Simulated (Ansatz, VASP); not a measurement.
## Co in VASP and in Ansatz

The input INCAR:

```
PREC     = Accurate       # precision mode
ENCUT    = 520            # plane-wave cutoff, eV
EDIFF    = 1E-7           # SCF threshold, eV
ISMEAR   = -1             # smearing method
SIGMA    = 0.05           # smearing width, eV
LREAL    = F              # projectors in reciprocal space
LASPH    = T              # aspherical terms in the spheres
NELM     = 150            # most SCF steps
ALGO     = Normal         # electronic algorithm
ISIF     = 2              # what is computed and relaxed
LWAVE    = F              # write WAVECAR
LCHARG   = F              # write CHGCAR
ISPIN    = 2              # spin polarisation
MAGMOM   = 2 -2           # initial moments
LORBIT   = 11             # projections on sites
LMAXMIX  = 4              # l up to which the mixer works
GGA      = PE             # functional
NBANDS   = 20             # bands
```

File KPOINTS:

```
regular mesh
0
Gamma
  17 17 9
```

File POSCAR:

```
Co
1.0
    2.4953926951      0.0000000000      0.0000000000
   -1.2476963476      2.1610734664      0.0000000000
    0.0000000000      0.0000000000      4.0317541369
Co
2
Direct
    0.3333333333      0.6666666667      0.2500000000
    0.6666666667      0.3333333333      0.7500000000
```

Input for Ansatz:

```yaml
crystal:
  lattice:
    - [2.4953926951, 0.0, 0.0]
    - [-1.2476963476, 2.1610734664, 0.0]
    - [0.0, 0.0, 4.0317541369]
  atoms:
    - { symbol: Co, position: [0.3333333333, 0.6666666667, 0.25], spin: 2.0 }
    - { symbol: Co, position: [0.6666666667, 0.3333333333, 0.75], spin: -2.0 }
magnetization:
  spin_polarized: true
kpoints:
  mp_grid: { grid: [17, 17, 9] }
scf:
  occupations: { method: fermi_dirac, width: 0.05 }
hamiltonian:
  xc: pbe
  pseudopotentials: { kind: all_electron, lapw: { basis_error: 0.00025 } }
output:
  forces: true
  stress: true
  eigenvalues: true
  populations: true
```

Alike in both runs: task single point; functional PBE; k mesh 17 × 17 × 9; occupations fermi-dirac, width 0.05 eV; collinear spin.

```csv
,VASP,Ansatz
version,VASP 6.6.1,Ansatz 0.2.0
potentials or method,"VASP PAW PBE potentials, release 64 (Co), cutoff 520 eV","all-electron LAPW, scalar-relativistic"
```

|  | VASP | Ansatz | Ansatz less VASP |
| --- | --- | --- | --- |
| pressure (GPa) | -7.7 | -0.1 | +7.57 |
| traceless stress, the component that is largest in VASP (GPa) | 0.31 | -0.01 | -0.316 |
| net moment per atom (μB) | 0.00 | 1.62 | +1.625 |
| size of the moment on the site where the two differ most (μB) | 0.90 | 1.68 | +0.785 |

The net moments are unlike, so the other rows may belong to different states. Site moments also hang on the region over which each program counts them. Ansatz ran all-electron here, and VASP with PAW potentials. Ansatz's warnings: seeded moment not kept.
